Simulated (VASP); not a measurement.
# Te2Mo (P6_3/mmc) in VASP: further runs

The runs below take Te2Mo through single point, with PBEsol.

Program: VASP 6.6.1. These are calculated values, not measurements. Logs are shortened: lines on timing, memory, paths and dates and some standing lists are left out, and cuts for length are marked.

## 1. The cell of the first run

The structure is hexagonal, space group P6_3/mmc (No. 194). Conventional cell: a = 3.669 Å, b = 3.669 Å, c = 14.009 Å, α = 90.00°, β = 90.00°, γ = 120.00°. Te (site symmetry 3m) has 3 Mo at 2.78 Å and 7 Te at 3.61 to 3.67 Å within 3.7 Å. Mo (site symmetry -6m2) has 6 Te at 2.78 Å and 6 Mo at 3.67 Å within 3.7 Å.

## 2. Single point, PBEsol (strain +0.050 along x and y, +0.000 along z)

The input, INCAR:

```
SYSTEM = Te2Mo
ALGO = Normal
EDIFF = 1E-6
ENCUT = 520
GGA = PS
ISIF = 2
ISMEAR = 0
LASPH = .True.
LCHARG = .False.
LREAL = .False.
LWAVE = .False.
NBANDS = 35
NELM = 60
PREC = Accurate
SIGMA = 0.05
```

The input, KPOINTS:

```
k-points
0
Gamma
  12 12 2
  0 0 0
```

The input, POSCAR:

```
Te2Mo
1.0
    3.6686939548      0.0000000000      0.0000000000
   -1.8343469774      3.1771821636      0.0000000000
    0.0000000000      0.0000000000     14.0085389608
Te Mo
4 2
Direct
    0.3333333333      0.6666666667      0.6211281373
    0.6666666667      0.3333333333      0.1211281373
    0.3333333333      0.6666666667      0.8788718627
    0.6666666667      0.3333333333      0.3788718627
    0.3333333333      0.6666666667      0.2500000000
    0.6666666667      0.3333333333      0.7500000000
```

Potentials or basis: VASP PAW PBE potentials, release 64 (Te, Mo_sv).

Command:

```
> cat potpaw_PBE.64/Te/POTCAR potpaw_PBE.64/Mo_sv/POTCAR > POTCAR
> mpirun -np 1 vasp_std > vasp.out
```

OUTCAR:

```text
SYSTEM = Te2Mo
   EDIFF = 1E-6
   ENCUT = 520
   GGA = PS
   ISIF = 2
   ISMEAR = 0
   LASPH = .True.
   LREAL = .False.
   NELM = 60
   PREC = Accurate

 ion  position               nearest neighbor table
   1  0.333  0.667  0.621-   6 2.78   6 2.78   6 2.78   3 3.61
   2  0.667  0.333  0.121-   5 2.78   5 2.78   5 2.78   4 3.61
   3  0.333  0.667  0.879-   6 2.78   6 2.78   6 2.78   1 3.61
   4  0.667  0.333  0.379-   5 2.78   5 2.78   5 2.78   2 3.61
   5  0.333  0.667  0.250-   2 2.78   4 2.78   2 2.78   4 2.78   2 2.78   4 2.78
   6  0.667  0.333  0.750-   1 2.78   3 2.78   1 2.78   3 2.78   1 2.78   3 2.78

  LATTYP: Found a hexagonal cell.
 ALAT       =     3.6686939548
 C/A-ratio  =     3.8183994450

  Lattice vectors:

 A1 = (   3.6686939548,   0.0000000000,   0.0000000000)
 A2 = (  -1.8343469774,   3.1771821636,   0.0000000000)
 A3 = (   0.0000000000,   0.0000000000,  14.0085389608)

Analysis of symmetry for initial positions (statically):
=====================================================================
 Subroutine PRICEL returns:
 Original cell was already a primitive cell.

 Routine SETGRP: Setting up the symmetry group for a
 hexagonal supercell.

 Subroutine GETGRP returns: Found 24 space group operations
 (whereof 12 operations were pure point group operations)
 out of a pool of 24 trial point group operations.

The static configuration has the point symmetry D_3d.
 The point group associated with its full space group is D_6h.

Analysis of symmetry for dynamics (positions and initial velocities):
=====================================================================
 Subroutine PRICEL returns:
 Original cell was already a primitive cell.

 Routine SETGRP: Setting up the symmetry group for a
 hexagonal supercell.

 Subroutine GETGRP returns: Found 24 space group operations
 (whereof 12 operations were pure point group operations)
 out of a pool of 24 trial point group operations.

The dynamic configuration has the point symmetry D_3d.
 The point group associated with its full space group is D_6h.

 Subroutine INISYM returns: Found 24 space group operations
 (whereof 12 operations are pure point group operations),
 and found     1 'primitive' translations

----------------------------------------------------------------------------------------

                                     Primitive cell

  volume of cell :     163.2851

  direct lattice vectors                    reciprocal lattice vectors
     3.668693955  0.000000000  0.000000000     0.272576566  0.157372154  0.000000000
    -1.834346977  3.177182164  0.000000000     0.000000000  0.314744308  0.000000000
     0.000000000  0.000000000 14.008538961     0.000000000  0.000000000  0.071385032

  length of vectors
     3.668693955  3.668693955 14.008538961     0.314744308  0.314744308  0.071385032

  position of ions in fractional coordinates (direct lattice)
     0.333333333  0.666666667  0.621128137
     0.666666667  0.333333333  0.121128137
     0.333333333  0.666666667  0.878871863
     0.666666667  0.333333333  0.378871863
     0.333333333  0.666666667  0.250000000
     0.666666667  0.333333333  0.750000000

  ion indices of the primitive-cell ions
   primitive index   ion index
                 1           1
                 2           2
                 3           3
                 4           4
                 5           5
                 6           6

----------------------------------------------------------------------------------------

 KPOINTS: k-points

Automatic generation of k-mesh.
 Grid dimensions read from file:
 generate k-points for:   12   12    2

 Generating k-lattice:

  Cartesian coordinates                     Fractional coordinates (reciprocal lattice)
     0.022714714  0.013114346  0.000000000     0.083333333  0.000000000  0.000000000
     0.000000000  0.026228692  0.000000000     0.000000000  0.083333333  0.000000000
     0.000000000  0.000000000  0.035692516     0.000000000  0.000000000  0.500000000

  Length of vectors
     0.026228692  0.026228692  0.035692516

  Shift w.r.t. Gamma in fractional coordinates (k-lattice)
     0.000000000  0.000000000  0.000000000

 Subroutine IBZKPT returns following result:
 ===========================================

 Found     38 irreducible k-points:

 Following reciprocal coordinates:
            Coordinates               Weight
  0.000000  0.000000  0.000000      1.000000
  0.083333  0.000000  0.000000      6.000000
  0.166667 -0.000000  0.000000      6.000000
  0.250000 -0.000000  0.000000      6.000000
  0.333333 -0.000000  0.000000      6.000000
  0.416667  0.000000  0.000000      6.000000
[... 16 lines left out ...]
  0.250000 -0.000000  0.500000      6.000000
  0.333333 -0.000000  0.500000      6.000000
 [... further k-points ...]
   k-points           NKPTS =     38   k-points in BZ     NKDIM =     38   number of bands    NBANDS=     35
   number of dos      NEDOS =    301   number of ions     NIONS =      6
   total plane-waves  NPLWV =  84672
   dimension x,y,z NGX =    28 NGY =   28 NGZ =  108
   dimension x,y,z NGXF=    56 NGYF=   56 NGZF=  216
   ions per type =               4   2
   NGX,Y,Z   is equivalent  to a cutoff of  12.69, 12.69, 12.82 a.u.
   NGXF,Y,Z  is equivalent  to a cutoff of  25.38, 25.38, 25.63 a.u.
 SYSTEM =  Te2Mo
   PREC   = accura    normal or accurate (medium, high low for compatibility)
   ISTART =      0    job   : 0-new  1-cont  2-samecut
   ICHARG =      2    charge: 1-file 2-atom 10-const
   ISPIN  =      1    spin polarized calculation?
   LNONCOLLINEAR =      F non collinear calculations
   LSORBIT =      F    spin-orbit coupling
   LASPH  =      T    aspherical Exc in radial PAW
   ENCUT  =  520.0 eV  38.22 Ry    6.18 a.u.   6.82  6.82 26.05*2*pi/ulx,y,z
   NELM   =     60;   NELMIN=  2; NELMDL= -5     # of ELM steps
   EDIFF  = 0.1E-05   stopping-criterion for ELM
   LREAL  =      F    real-space projection
   EDIFFG = 0.1E-04   stopping-criterion for IOM
   NSW    =      0    number of steps for IOM
   IBRION =     -1    ionic relax: 0-MD 1-quasi-New 2-CG
   NFREE  =      0    steps in history (QN), initial steepest desc. (CG)
   ISIF   =      2    stress and relaxation
   ISYM   =      2    0-nonsym 1-usesym 2-fastsym
   POTIM  = 0.5000    time-step for ionic-motion
   TEBEG  =    0.0;   TEEND  =   0.0 temperature during run
   PSTRESS=    0.0 pullay stress
   NELECT =      52.0000    total number of electrons
   NUPDOWN=      -1.0000    fix difference up-down
   EMIN   =  10.00;   EMAX   =-10.00  energy-range for DOS
   EFERMI =   0.00;   METHOD = LEGACY
   ISMEAR =     0;   SIGMA  =   0.05  broadening in eV -4-tet -1-fermi 0-gaus
   EFERMI_NEDOS =   21; number of points for ismear=-14 and -15
   IALGO  =     38    algorithm
   IMIX   =      4    mixing-type and parameters
     AMIX     =   0.40;   BMIX     =  1.00
     AMIX_MAG =   1.60;   BMIX_MAG =  1.00
  volume/ion in A,a.u.               =      27.21       183.65
  Fermi-wavevector in a.u.,A,eV,Ry     =   1.117962  2.112642 17.005099  1.249840
  Thomas-Fermi vector in A             =   2.254589
   LORBIT       =      0    0 simple, 1 ext, 2 COOP (PROOUT), +10 PAW based schemes
   GGA     = PS    functional components
   LHFCALC =     F    Hartree Fock is set to
   AEXX    =    0.0000 exact exchange contribution
   IVDW    =     0    specifies the selected vdW correction
   LEPSILON=     F    determine dielectric tensor
   LRPA    =     F    only Hartree local field effects (RPA)
 non-spin polarized calculation
 Gauss-broadening in eV      SIGMA  =   0.05
  energy-cutoff  :      520.00
  volume of cell :      163.29
 maximum number of plane-waves:      4420
 NGX is ok and might be reduce to    28
   NGX = 13   NGY = 13   NGZ = 53

 number of electron      51.9999993 magnetization

 Free energy of the ion-electron system (eV)
  ---------------------------------------------------
  ext. energy  EPLUGINS =         0.00000000
  ---------------------------------------------------
  free energy    TOTEN  =       -38.97177521 eV

  energy without entropy =      -38.97177521  energy(sigma->0) =      -38.97177521

 E-fermi :   7.3976     XC(G=0): -10.1796

 val. band max:        7.0802506133   @ k =   0.0000   0.0000   0.0000
 cond. band min:       7.6361408293   @ k =   0.3333   0.3333   0.0000
 fundamental gap:      0.5558902160
 Fermi energy:         7.3976066649

 k-point     1 :       0.0000    0.0000    0.0000
  band No.  band energies     occupation
      1     -53.9202      2.00000
      2     -53.9202      2.00000
      3     -28.0296      2.00000
      4     -28.0296      2.00000
      5     -27.9952      2.00000
      6     -27.9952      2.00000
[... 27 lines left out ...]
     34       9.8334      0.00000
     35      11.8612      0.00000

 k-point     2 :       0.0833    0.0000    0.0000
  band No.  band energies     occupation
      1     -53.9198      2.00000
      2     -53.9198      2.00000
      3     -28.0285      2.00000
      4     -28.0284      2.00000
      5     -28.0006      2.00000
      6     -28.0006      2.00000
[... 27 lines left out ...]
     34       9.6776      0.00000
     35      12.3458      0.00000

 k-point     3 :       0.1667   -0.0000    0.0000
  band No.  band energies     occupation
      1     -53.9189      2.00000
      2     -53.9189      2.00000
      3     -28.0253      2.00000
      4     -28.0253      2.00000
      5     -28.0154      2.00000
      6     -28.0154      2.00000
[... 27 lines left out ...]
     34       9.8841      0.00000
     35      12.8974      0.00000

 k-point     4 :       0.2500   -0.0000    0.0000
  band No.  band energies     occupation
      1     -53.9176      2.00000
      2     -53.9176      2.00000
      3     -28.0354      2.00000
      4     -28.0354      2.00000
      5     -28.0210      2.00000
      6     -28.0210      2.00000
[... 27 lines left out ...]
     34      10.1287      0.00000
     35      12.7424      0.00000

 k-point     5 :       0.3333   -0.0000    0.0000
  band No.  band energies     occupation
      1     -53.9163      2.00000
      2     -53.9162      2.00000
      3     -28.0554      2.00000
      4     -28.0554      2.00000
      5     -28.0167      2.00000
      6     -28.0167      2.00000
[... 638 lines left out ...]
 k-point    22 :       0.1667   -0.0000    0.5000
  band No.  band energies     occupation
      1     -53.9189      2.00000
      2     -53.9189      2.00000
      3     -28.0253      2.00000
      4     -28.0253      2.00000
      5     -28.0154      2.00000
      6     -28.0154      2.00000
[... 27 lines left out ...]
     34       9.7713      0.00000
     35      13.2350      0.00000

 k-point    23 :       0.2500   -0.0000    0.5000
  band No.  band energies     occupation
      1     -53.9176      2.00000
      2     -53.9176      2.00000
      3     -28.0354      2.00000
      4     -28.0354      2.00000
      5     -28.0210      2.00000
      6     -28.0210      2.00000
[... 27 lines left out ...]
     34       9.9415      0.00000
     35      12.7329      0.00000

 k-point    24 :       0.3333   -0.0000    0.5000
  band No.  band energies     occupation
      1     -53.9163      2.00000
      2     -53.9163      2.00000
      3     -28.0554      2.00000
      4     -28.0554      2.00000
      5     -28.0167      2.00000
      6     -28.0167      2.00000
[... 27 lines left out ...]
     34      10.0574      0.00000
     35      11.8146      0.00000

 [... further k-points ...]
[... 5 lines left out ...]
  --------------------------------------------------------------------------------------
  -------------------------------------------------------------------------------------
  Total       -8.4567205     -8.4567205     -5.8215547      0.0000000     -0.0000000      0.0000000
  in kB      -82.9786028    -82.9786028    -57.1219632      0.0000000     -0.0000000      0.0000000
  external PRESSURE =     -74.3597229 kB  Pullay stress =       0.0000000 kB

 VOLUME and BASIS-vectors are now :
 -----------------------------------------------------------------------------
  energy-cutoff  :      520.00
  volume of cell :      163.29
      direct lattice vectors                 reciprocal lattice vectors
     3.668693955  0.000000000  0.000000000     0.272576566  0.157372154  0.000000000
    -1.834346977  3.177182164  0.000000000     0.000000000  0.314744308  0.000000000
     0.000000000  0.000000000 14.008538961     0.000000000  0.000000000  0.071385032

 POSITION                                       TOTAL-FORCE (eV/Angst)
 -----------------------------------------------------------------------------------
     -0.00000      2.11812      8.70110         0.000000      0.000000      0.743161
      1.83435      1.05906      1.69683        -0.000000      0.000000      0.743161
     -0.00000      2.11812     12.31171        -0.000000     -0.000000     -0.743161
      1.83435      1.05906      5.30744        -0.000000     -0.000000     -0.743161
     -0.00000      2.11812      3.50213         0.000000      0.000000      0.000000
      1.83435      1.05906     10.50640         0.000000     -0.000000      0.000000
 -----------------------------------------------------------------------------------
    total drift:                               -0.000000      0.000000     -0.000000

  FREE ENERGIE OF THE ION-ELECTRON SYSTEM (eV)
  ---------------------------------------------------
  free  energy   TOTEN  =       -38.9717752095 eV

  energy  without entropy=      -38.9717752095  energy(sigma->0) =      -38.97177521
```

It took 3.8 min on 1 thread of Intel Xeon Platinum 8488C (Sapphire Rapids), shared host; peak memory 0.37 GiB.

Results:

```yaml
Free_energy: -38.9718 eV
Pressure: -7.4 GPa
Largest_force: 0.743 eV/Å
Band_gap_on_the_k_mesh: 0.56 eV, indirect (least direct gap 0.80 eV)
```

Forces on the atoms (eV/Å):
```
Te   0.000  0.000  0.743
Te   0.000  0.000  0.743
Te   0.000  0.000 -0.743
Te   0.000  0.000 -0.743
Mo   0.000  0.000  0.000
Mo   0.000  0.000  0.000
```

Levels at points of the mesh, in eV from the valence-band top:
| k point | band 24 | band 25 | band 26 | band 27 | band 28 | band 29 |
| --- | --- | --- | --- | --- | --- | --- |
| (0.00, 0.00, 0.00) | -0.85 | -0.16 | 0.00 | 2.32 | 2.32 | 2.44 |
| (0.50, 0.00, 0.00) | -0.98 | -0.92 | -0.70 | 0.85 | 0.92 | 1.11 |
| (0.00, 0.00, 0.50) | -1.25 | -0.03 | -0.03 | 2.35 | 2.35 | 2.35 |
| (0.50, 0.00, 0.50) | -0.96 | -0.84 | -0.84 | 0.88 | 0.88 | 1.22 |

Caveat: the cell differs from its parent crystal (strain +0.050 along x and y, +0.000 along z); the PAW data sets were made with another functional, which shifts forces and pressure a little; spin-orbit coupling is left out, which moves the levels of the heavy elements; this functional lacks dispersion, which binds the layers, so the pressure and a relaxed spacing across them are unreliable. A k mesh can miss the band edges.

(Part 1 of 3 ends here.)
